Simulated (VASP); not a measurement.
A run of VASP 6.6.1 is set up as follows.

Contents of INCAR:

```
SYSTEM = Al2O3
PREC = Accurate ; ENCUT = 910
EDIFF = 1E-6 ; ISMEAR = -1
SIGMA = 0.05 ; LREAL = .FALSE.
LASPH = .TRUE. ; NELM = 120
ALGO = Normal ; ISIF = 2
LWAVE = .FALSE. ; LCHARG = .FALSE.
GGA = PS ; IVDW = 12
NBANDS = 20 ; GGA_COMPAT = .FALSE.
```

Contents of KPOINTS:

```
regular mesh
0
G
  10 10 4
  0 0 0
```

Contents of POSCAR:

```
Al2O3
1.0
    3.0174825440      0.0000000000      0.0000000000
   -1.5087412720      2.6132165386      0.0000000000
    0.0000000000      0.0000000000      7.5746360022
Al O
2 3
Direct
    0.0000000000      0.0000000000      0.7220490000
    0.0000000000      0.0000000000      0.2779510000
    0.0000000000      0.0000000000      0.5000000000
    0.6666666667      0.3333333333      0.8005460000
    0.3333333333      0.6666666667      0.1994540000
```

Potentials or basis: VASP PAW PBE potentials, release 64 (Al, O_h).

Run with:

```bash
$ cat potpaw_PBE.64/Al/POTCAR potpaw_PBE.64/O_h/POTCAR > POTCAR
$ mpirun -np 1 vasp_std > vasp.out
```

(1) What does it give for the pressure?

(2) Estimate the dispersion energy per atom.

(3) Predict the largest force.

(4) Predict the band gap on the k mesh.

Results:

(1) -5.8 GPa.

(2) -0.138 eV.

(3) 0.171 eV/Å.

(4) 2.19 eV, direct.

Caveat: the cutoff is under 1.25 times the usual one of these potentials, so pressure, stress and relaxed cells hold a basis-set (Pulay) error; three body term missing; the PAW data sets were made with another functional, which shifts forces and pressure a little.
